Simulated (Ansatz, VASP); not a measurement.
One calculation of CdS, two programs

```
Cd S
1.0
     4.19697    0.00000    0.00000
    -2.09849    3.63469    0.00000
     0.00000    0.00000    6.83145
Cd S
2 2
Direct
  0.66667 0.33333 0.50026
  0.33333 0.66667 0.00026
  0.66667 0.33333 0.87674
  0.33333 0.66667 0.37674
```

Alike in both runs: task single point; functional PBE; k mesh 9 × 9 × 4; occupations gaussian, width 0.02 eV; no spin polarisation.

|  | VASP | Ansatz |
| --- | --- | --- |
| version | VASP 6.6.1 | Ansatz 0.2.0 |
| potentials or method | VASP PAW PBE potentials, release 64 (Cd, S), cutoff 520 eV | scalar-relativistic, plane waves, PAW |
| valence electrons in the cell | 36 | 52 |

|  | VASP | Ansatz | Ansatz less VASP |
| --- | --- | --- | --- |
| gap on the k mesh at the Fermi level (eV) | 1.11 | 1.11 | -0.001 |
| least direct gap on the mesh (eV) | 1.11 | 1.11 | -0.001 |
| pressure (GPa) | 0.3 | 0.0 | -0.29 |

VASP's potentials hold 36 valence electrons a cell and Ansatz's 52, so a difference there can come from the potentials and not from the codes.
